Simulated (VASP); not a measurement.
A run of VASP 6.6.1 is set up as follows.

INCAR

```
SYSTEM = WC
PREC     = Accurate       ! precision mode
ENCUT    = 520            ! plane-wave cutoff, eV
EDIFF    = 1E-6           ! SCF threshold, eV
ISMEAR   = -1             ! smearing method
SIGMA    = 0.05           ! smearing width, eV
LREAL    = .False.        ! projectors in reciprocal space
LASPH    = .True.         ! aspherical terms in the spheres
NELM     = 150            ! most SCF steps
ALGO     = Normal         ! electronic algorithm
ISIF     = 2              ! what is computed and relaxed
LWAVE    = .False.        ! write WAVECAR
LCHARG   = .False.        ! write CHGCAR
LMAXMIX  = 4              ! l up to which the mixer works
LDAU     = .True.         ! DFT+U
LDAUTYPE = 2            
LDAUL    = 2 -1           ! shell
LDAUU    = 3 0            ! U, eV
LDAUJ    = 0 0          
LDAUPRINT= 1            
NBANDS   = 16             ! bands
```

The input KPOINTS:

```
regular mesh
0
Gamma
  10 10 10
  0 0 0
```

File POSCAR:

```
WC
1.0
    0.0000000000      2.1926840000      2.1926840000
    2.1926840000      0.0000000000      2.1926840000
    2.1926840000      2.1926840000      0.0000000000
W C
1 1
Direct
    0.0000000000      0.0000000000      0.0000000000
    0.5000000000      0.5000000000      0.5000000000
```

Potentials or basis: VASP PAW LDA potentials, release 64 (W_sv, C).

Command:

```sh
$ cat potpaw_LDA.64/W_sv/POTCAR potpaw_LDA.64/C/POTCAR > POTCAR
$ mpirun -np 1 vasp_std > vasp.out
```

Predict the band gap on the k mesh.

zero (band 9 reaches 13.63 eV, above the bottom of band 10 at 10.42 eV).

What does it give for the pressure?

-8.6 GPa.

Eigenvalues of the final occupation matrices:
```tsv
site	spin	trace	eigenvalues
site 1 d	1	1.70	0.34 0.34 0.34 0.35 0.35
site 1 d	2	1.70	0.34 0.34 0.34 0.35 0.35
```

Caveat: spin-orbit coupling is left out, which moves the levels of the heavy elements; U without spin polarisation on a metal has little footing; the U is typed as a test and isn't derived for this compound.
